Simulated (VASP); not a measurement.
As, 2 atoms in the cell. It takes space group R-3m (No. 166, trigonal). Conventional cell: a = 3.762 Å, b = 3.762 Å, c = 10.542 Å, α = 90.00°, β = 90.00°, γ = 120.00°. As (site symmetry 3m) has 6 As at 2.51 to 3.14 Å within 3.3 Å. 

- Program: VASP 6.6.1
- Task: relaxation of cell and atoms
- Functional: PBEsol
- Dispersion: D3(BJ)
- Potentials or basis: VASP PAW PBE potentials, release 64 (As)
- Cutoff: 600 eV
- k mesh: 7 × 7 × 7
- Occupations: methfessel-paxton, width 0.05 eV
- Spin: no spin polarisation
- Dipole correction: no
- Further INCAR settings: ALGO = Normal; EDIFF = 1e-07; IBRION = 2; EDIFFG = -0.02; NSW = 60; ISIF = 3

Potentials or basis: VASP PAW PBE potentials, release 64 (As).

Launch:

```sh
$ cat potpaw_PBE.64/As/POTCAR > POTCAR
$ mpirun -np 1 vasp_std > vasp.out
```

Hardware: 1 thread of AMD EPYC 9R45 96-Core Processor (Zen 5), on a shared host.

Task: Estimate the wall time of this run.

Result: Wall time 96 s on 1 thread of AMD EPYC 9R45 96-Core Processor (Zen 5), with other jobs on the host, peak memory 0.19 GiB. Counts: scf iterations 69, k points 44, ion steps 10.
